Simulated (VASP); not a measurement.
Input of a VASP 6.6.1 run:

POSCAR

```
Zr3S
1.0
    5.9267451531      0.0000000000      0.0000000000
   -2.9633725766      5.1327118643      0.0000000000
    0.0000000000      0.0000000000      5.7353159358
Zr S
6 2
Direct
    0.0000000000      0.6798470787      0.5000000000
    0.0000000000      0.3201529213      0.0000000000
    0.6798470787      0.6798470787      0.0000000000
    0.6798470787      0.0000000000      0.5000000000
    0.3201529213      0.3201529213      0.5000000000
    0.3201529213      0.0000000000      0.0000000000
    0.6666666667      0.3333333333      0.7500000000
    0.3333333333      0.6666666667      0.2500000000
```

INCAR.step1

```
SYSTEM = Zr3S
ALGO     = Normal         ! electronic algorithm
EDIFF    = 1E-4           ! SCF threshold, eV
ENCUT    = 520            ! plane-wave cutoff, eV
GGA      = PE             ! functional
ISMEAR   = 0              ! smearing method
LASPH    = .True.         ! aspherical terms in the spheres
LCHARG   = .False.        ! write CHGCAR
LREAL    = .False.        ! projectors in reciprocal space
LWAVE    = .True.         ! write WAVECAR
NBANDS   = 52             ! bands
NELM     = 100            ! most SCF steps
PREC     = Accurate       ! precision mode
SIGMA    = 0.1            ! smearing width, eV
```

File INCAR.step2:

```
SYSTEM = Zr3S
ALGO     = Normal         ! electronic algorithm
EDIFF    = 1E-6           ! SCF threshold, eV
ENCUT    = 520            ! plane-wave cutoff, eV
ISIF     = 2              ! what is computed and relaxed
ISMEAR   = 0              ! smearing method
ISTART   = 1            
LASPH    = .True.         ! aspherical terms in the spheres
LCHARG   = .False.        ! write CHGCAR
LMIXTAU  = .True.       
LREAL    = .False.        ! projectors in reciprocal space
LWAVE    = .False.        ! write WAVECAR
METAGGA  = R2SCAN         ! meta-GGA
NBANDS   = 52             ! bands
NELM     = 100            ! most SCF steps
PREC     = Accurate       ! precision mode
SIGMA    = 0.1            ! smearing width, eV
```

File KPOINTS:

```
k-points
0
Gamma
  6 6 6
  0 0 0
```

Potentials or basis: VASP PAW PBE potentials, release 64 (Zr_sv, S).

Launch:

```console
$ cat potpaw_PBE.64/Zr_sv/POTCAR potpaw_PBE.64/S/POTCAR > POTCAR
$ cp INCAR.step1 INCAR
$ mpirun -np 1 vasp_std > vasp.out
$ cp INCAR.step2 INCAR
$ mpirun -np 1 vasp_std > vasp.out
```

**Question.** What does it give for the pressure?

**Answer.** -0.1 GPa.

**Question.** Estimate the band gap on the k mesh.

**Answer.** Zero (band 42 reaches 8.80 eV, above the bottom of band 43 at 8.69 eV).

Stress tensor (GPa, compression positive):
```
-0.09  0.00  0.00
 0.00 -0.09  0.00
 0.00  0.00 -0.01
```

Caveat: the PAW data sets were made with another functional, which shifts forces and pressure a little.
